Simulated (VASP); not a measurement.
# Sn (I4_1/amd) in VASP: single point with LDA

Aim: the single point of Sn with LDA.

All numbers are computed with VASP 6.6.1; they aren't measurements. Logs are shortened: lines on timing, memory, paths and dates and some standing lists are left out, and cuts for length are marked.

## Step 1: The cell of the first run

Symmetry: I4_1/amd, No. 141, tetragonal system. Conventional cell: a = 5.696 Å, b = 5.696 Å, c = 3.408 Å, α = 90.00°, β = 90.00°, γ = 90.00°. Within 3.9 Å of Sn (site symmetry -4m2) lie 10 Sn at 2.97 to 3.83 Å.

## Step 2: Single point, LDA

INCAR reads:

```
SYSTEM = Sn
ALGO = Fast
EDIFF = 1E-6
ENCUT = 520
ISIF = 2
ISMEAR = 0
LASPH = .TRUE.
LCHARG = .FALSE.
LREAL = .FALSE.
LWAVE = .FALSE.
NBANDS = 21
NELM = 100
PREC = Accurate
SIGMA = 0.15
```

KPOINTS reads:

```
k-points
0
G
  18 18 18
  0 0 0
```

POSCAR reads:

```
Sn
1.0
   -2.8482002233      2.8482002233      1.7042197766
    2.8482002233     -2.8482002233      1.7042197766
    2.8482002233      2.8482002233     -1.7042197766
Sn
2
Direct
    0.7500000000      0.2500000000      0.5000000000
    0.0000000000      0.0000000000      0.0000000000
```

Potentials or basis: VASP PAW LDA potentials, release 64 (Sn_d).

Started as:

```console
$ cat potpaw_LDA.64/Sn_d/POTCAR > POTCAR
$ mpirun -np 1 vasp_std > vasp.out
```

OUTCAR:

```text
SYSTEM = Sn
   EDIFF = 1E-6
   ENCUT = 520
   ISIF = 2
   ISMEAR = 0
   LASPH = .TRUE.
   LREAL = .FALSE.
   NELM = 100
   PREC = Accurate

 ion  position               nearest neighbor table
   1  0.750  0.250  0.500-   2 2.97   2 2.97   2 2.97   2 2.97
   2  0.000  0.000  0.000-   1 2.97   1 2.97   1 2.97   1 2.97

  LATTYP: Found a body centered tetragonal cell.
 ALAT       =     5.6964004466
 C/A-ratio  =     0.5983497096

  Lattice vectors:

 A1 = (  -2.8482002233,   2.8482002233,   1.7042197766)
 A2 = (   2.8482002233,  -2.8482002233,   1.7042197766)
 A3 = (   2.8482002233,   2.8482002233,  -1.7042197766)

Analysis of symmetry for initial positions (statically):
=====================================================================
 Subroutine PRICEL returns:
 Original cell was already a primitive cell.

 Routine SETGRP: Setting up the symmetry group for a
 body centered tetragonal supercell.

 Subroutine GETGRP returns: Found 16 space group operations
 (whereof  8 operations were pure point group operations)
 out of a pool of 16 trial point group operations.

The static configuration has the point symmetry D_2d.
 The point group associated with its full space group is D_4h.

Analysis of symmetry for dynamics (positions and initial velocities):
=====================================================================
 Subroutine PRICEL returns:
 Original cell was already a primitive cell.

 Routine SETGRP: Setting up the symmetry group for a
 body centered tetragonal supercell.

 Subroutine GETGRP returns: Found 16 space group operations
 (whereof  8 operations were pure point group operations)
 out of a pool of 16 trial point group operations.

The dynamic configuration has the point symmetry D_2d.
 The point group associated with its full space group is D_4h.

 Subroutine INISYM returns: Found 16 space group operations
 (whereof  8 operations are pure point group operations),
 and found     1 'primitive' translations

----------------------------------------------------------------------------------------

                                     Primitive cell

  volume of cell :      55.3002

  direct lattice vectors                    reciprocal lattice vectors
    -2.848200223  2.848200223  1.704219777     0.000000000  0.175549456  0.293389390
     2.848200223 -2.848200223  1.704219777     0.175549456  0.000000000  0.293389390
     2.848200223  2.848200223 -1.704219777     0.175549456  0.175549456  0.000000000

  length of vectors
     4.373654544  4.373654544  4.373654544     0.341899028  0.341899028  0.248264422

  position of ions in fractional coordinates (direct lattice)
     0.750000000  0.250000000  0.500000000
     0.000000000  0.000000000  0.000000000

  ion indices of the primitive-cell ions
   primitive index   ion index
                 1           1
                 2           2

----------------------------------------------------------------------------------------

 KPOINTS: k-points

Automatic generation of k-mesh.
 Grid dimensions read from file:
 generate k-points for:   18   18   18

 Generating k-lattice:

  Cartesian coordinates                     Fractional coordinates (reciprocal lattice)
     0.000000000  0.009752748  0.016299411     0.055555556  0.000000000 -0.000000000
     0.009752748  0.000000000  0.016299411     0.000000000  0.055555556 -0.000000000
     0.009752748  0.009752748  0.000000000     0.000000000  0.000000000  0.055555556

  Length of vectors
     0.018994390  0.018994390  0.013792468

  Shift w.r.t. Gamma in fractional coordinates (k-lattice)
     0.000000000  0.000000000  0.000000000

 Subroutine IBZKPT returns following result:
 ===========================================

 Found    480 irreducible k-points:

 Following reciprocal coordinates:
            Coordinates               Weight
  0.000000  0.000000  0.000000      1.000000
  0.055556  0.000000 -0.000000      8.000000
  0.111111  0.000000 -0.000000      8.000000
  0.166667  0.000000 -0.000000      8.000000
  0.222222 -0.000000  0.000000      8.000000
  0.277778 -0.000000  0.000000      8.000000
[... 16 lines left out ...]
 -0.277778  0.055556 -0.000000     16.000000
 -0.222222  0.055556  0.000000     16.000000
 [... further k-points ...]
   k-points           NKPTS =    480   k-points in BZ     NKDIM =    480   number of bands    NBANDS=     21
   number of dos      NEDOS =    301   number of ions     NIONS =      2
   total plane-waves  NPLWV =  46656
   dimension x,y,z NGX =    36 NGY =   36 NGZ =   36
   dimension x,y,z NGXF=    72 NGYF=   72 NGZF=   72
   ions per type =               2
   NGX,Y,Z   is equivalent  to a cutoff of  13.68, 13.68, 13.68 a.u.
   NGXF,Y,Z  is equivalent  to a cutoff of  27.37, 27.37, 27.37 a.u.
 SYSTEM =  Sn
   PREC   = accura    normal or accurate (medium, high low for compatibility)
   ISTART =      0    job   : 0-new  1-cont  2-samecut
   ICHARG =      2    charge: 1-file 2-atom 10-const
   ISPIN  =      1    spin polarized calculation?
   LNONCOLLINEAR =      F non collinear calculations
   LSORBIT =      F    spin-orbit coupling
   LASPH  =      T    aspherical Exc in radial PAW
   ENCUT  =  520.0 eV  38.22 Ry    6.18 a.u.   8.13  8.13  8.13*2*pi/ulx,y,z
   NELM   =    100;   NELMIN=  2; NELMDL= -5     # of ELM steps
   EDIFF  = 0.1E-05   stopping-criterion for ELM
   LREAL  =      F    real-space projection
   EDIFFG = 0.1E-04   stopping-criterion for IOM
   NSW    =      0    number of steps for IOM
   IBRION =     -1    ionic relax: 0-MD 1-quasi-New 2-CG
   NFREE  =      0    steps in history (QN), initial steepest desc. (CG)
   ISIF   =      2    stress and relaxation
   ISYM   =      2    0-nonsym 1-usesym 2-fastsym
   POTIM  = 0.5000    time-step for ionic-motion
   TEBEG  =    0.0;   TEEND  =   0.0 temperature during run
   PSTRESS=    0.0 pullay stress
   NELECT =      28.0000    total number of electrons
   NUPDOWN=      -1.0000    fix difference up-down
   EMIN   =  10.00;   EMAX   =-10.00  energy-range for DOS
   EFERMI =   0.00;   METHOD = LEGACY
   ISMEAR =     0;   SIGMA  =   0.15  broadening in eV -4-tet -1-fermi 0-gaus
   EFERMI_NEDOS =   21; number of points for ismear=-14 and -15
   IALGO  =     68    algorithm
   IMIX   =      4    mixing-type and parameters
     AMIX     =   0.40;   BMIX     =  1.00
     AMIX_MAG =   1.60;   BMIX_MAG =  1.00
  volume/ion in A,a.u.               =      27.65       186.59
  Fermi-wavevector in a.u.,A,eV,Ry     =   1.304824  2.465760 23.164816  1.702566
  Thomas-Fermi vector in A             =   2.435734
   LORBIT       =      0    0 simple, 1 ext, 2 COOP (PROOUT), +10 PAW based schemes
   GGA     = CA    functional components
   LHFCALC =     F    Hartree Fock is set to
   AEXX    =    0.0000 exact exchange contribution
   IVDW    =     0    specifies the selected vdW correction
   LEPSILON=     F    determine dielectric tensor
   LRPA    =     F    only Hartree local field effects (RPA)
 non-spin polarized calculation
 RMM-DIIS sequential band-by-band and
 Gauss-broadening in eV      SIGMA  =   0.15
  energy-cutoff  :      520.00
  volume of cell :       55.30
 maximum number of plane-waves:      1524
 NGX is ok and might be reduce to    36
   NGX = 17   NGY = 17   NGZ = 17

 number of electron      27.9999999 magnetization

 Free energy of the ion-electron system (eV)
  ---------------------------------------------------
  ext. energy  EPLUGINS =         0.00000000
  ---------------------------------------------------
  free energy    TOTEN  =        -8.90610192 eV

  energy without entropy =       -8.89543913  energy(sigma->0) =       -8.90077053

 E-fermi :   7.4620     XC(G=0): -10.4531

 val. band max:        7.4597210351   @ k =   0.3333   0.1111   0.0556
 cond. band min:       7.4622460353   @ k =  -0.3889   0.3889   0.0000
 fundamental gap:      0.0025250002
 Fermi energy:         7.4619867614

 k-point     1 :       0.0000    0.0000    0.0000
  band No.  band energies     occupation
      1     -14.1040      2.00000
      2     -13.9643      2.00000
      3     -13.9314      2.00000
      4     -13.8767      2.00000
      5     -13.8172      2.00000
      6     -13.8172      2.00000
[... 13 lines left out ...]
     20      17.2991      0.00000
     21      17.3493      0.00000

 k-point     2 :       0.0556    0.0000   -0.0000
  band No.  band energies     occupation
      1     -14.1021      2.00000
      2     -13.9620      2.00000
      3     -13.9291      2.00000
      4     -13.8751      2.00000
      5     -13.8191      2.00000
      6     -13.8168      2.00000
[... 13 lines left out ...]
     20      16.7384      0.00000
     21      16.8612      0.00000

 k-point     3 :       0.1111    0.0000   -0.0000
  band No.  band energies     occupation
      1     -14.0966      2.00000
      2     -13.9555      2.00000
      3     -13.9232      2.00000
      4     -13.8725      2.00000
      5     -13.8240      2.00000
      6     -13.8124      2.00000
[... 13 lines left out ...]
     20      15.9832      0.00000
     21      16.4421      0.00000

 k-point     4 :       0.1667    0.0000   -0.0000
  band No.  band energies     occupation
      1     -14.0879      2.00000
      2     -13.9454      2.00000
      3     -13.9160      2.00000
      4     -13.8728      2.00000
      5     -13.8308      2.00000
      6     -13.8022      2.00000
[... 13 lines left out ...]
     20      15.3557      0.00000
     21      16.4291      0.00000

 k-point     5 :       0.2222   -0.0000    0.0000
  band No.  band energies     occupation
      1     -14.0770      2.00000
      2     -13.9333      2.00000
      3     -13.9100      2.00000
      4     -13.8775      2.00000
      5     -13.8378      2.00000
      6     -13.8077      2.00000
[... 13 lines left out ...]
     20      14.8568      0.00000
     21      16.6927      0.00000
[... 382 lines left out ...]
     20      15.1585      0.00000
     21      17.5354      0.00000

 k-point    22 :      -0.3333    0.0556   -0.0000
  band No.  band energies     occupation
      1     -14.0555      2.00000
      2     -13.9154      2.00000
      3     -13.9102      2.00000
      4     -13.9023      2.00000
      5     -13.8377      2.00000
      6     -13.8170      2.00000
[... 13 lines left out ...]
     20      14.7619      0.00000
     21      16.9920      0.00000

 k-point    23 :      -0.2778    0.0556   -0.0000
  band No.  band energies     occupation
      1     -14.0681      2.00000
      2     -13.9249      2.00000
      3     -13.9169      2.00000
      4     -13.8926      2.00000
      5     -13.8352      2.00000
      6     -13.8102      2.00000
[... 13 lines left out ...]
     20      15.0056      0.00000
     21      16.5585      0.00000

 k-point    24 :      -0.2222    0.0556    0.0000
  band No.  band energies     occupation
      1     -14.0799      2.00000
      2     -13.9375      2.00000
      3     -13.9228      2.00000
      4     -13.8874      2.00000
      5     -13.8303      2.00000
      6     -13.8043      2.00000
[... 13 lines left out ...]
     20      15.4245      0.00000
     21      16.3117      0.00000

 [... further k-points ...]

------------------------ aborting loop because EDIFF is reached ----------------------------------------

  FORCE on cell =-STRESS in cart. coord.  units (eV):
  Direction    XX          YY          ZZ          XY          YZ          ZX
  --------------------------------------------------------------------------------------
  -------------------------------------------------------------------------------------
  Total       -0.2768636     -0.2768636     -1.6703632      0.0000000      0.0000000      0.0000000
  in kB       -8.0213926     -8.0213926    -48.3943722      0.0000000      0.0000000      0.0000000
  external PRESSURE =     -21.4790525 kB  Pullay stress =       0.0000000 kB

 VOLUME and BASIS-vectors are now :
 -----------------------------------------------------------------------------
  energy-cutoff  :      520.00
  volume of cell :       55.30
      direct lattice vectors                 reciprocal lattice vectors
    -2.848200223  2.848200223  1.704219777     0.000000000  0.175549456  0.293389390
     2.848200223 -2.848200223  1.704219777     0.175549456  0.000000000  0.293389390
     2.848200223  2.848200223 -1.704219777     0.175549456  0.175549456  0.000000000

 POSITION                                       TOTAL-FORCE (eV/Angst)
 -----------------------------------------------------------------------------------
      0.00000      2.84820      0.85211        -0.000000     -0.000000      0.000000
      0.00000      0.00000      0.00000         0.000000      0.000000     -0.000000
 -----------------------------------------------------------------------------------
    total drift:                               -0.000000      0.000000     -0.000000

  FREE ENERGIE OF THE ION-ELECTRON SYSTEM (eV)
  ---------------------------------------------------
  free  energy   TOTEN  =        -8.9061019218 eV

  energy  without entropy=       -8.8954391306  energy(sigma->0) =       -8.90077053
```

It took 20 min on 1 thread of Intel Xeon 8259CL, shared host; peak memory 0.52 GiB.

Results:

```
Free energy            : -8.9061 eV
Pressure               : -2.1 GPa
Band gap on the k mesh : zero (bands 14 and 15 overlap by 4.77 eV)
```

Stress tensor (GPa, compression positive):
```
-0.80  0.00  0.00
 0.00 -0.80  0.00
 0.00  0.00 -4.84
```

Levels at points of the mesh, in eV from the Fermi level:
```
           k point  band 10  band 11  band 12  band 13  band 14  band 15  band 16  band 17  band 18  band 19
(0.00, 0.00, 0.00)   -21.01   -11.02    -2.88    -1.58    -1.58     3.45     5.36     5.44     6.61     6.61
(0.50, 0.00, 0.00)   -21.10    -7.49    -5.67    -2.18    -1.46    -1.34     2.23     2.93     4.86     7.70
(0.50, 0.50, 0.00)   -21.15    -8.66    -8.66     0.97     0.97     2.24     2.24     4.66     4.66     8.07
(0.50, 0.50, 0.50)   -21.25    -7.16    -7.16    -4.60    -4.60     3.41     3.41    10.09    10.09    12.26
```

Caveat: spin-orbit coupling is left out, which moves the levels of the heavy elements.
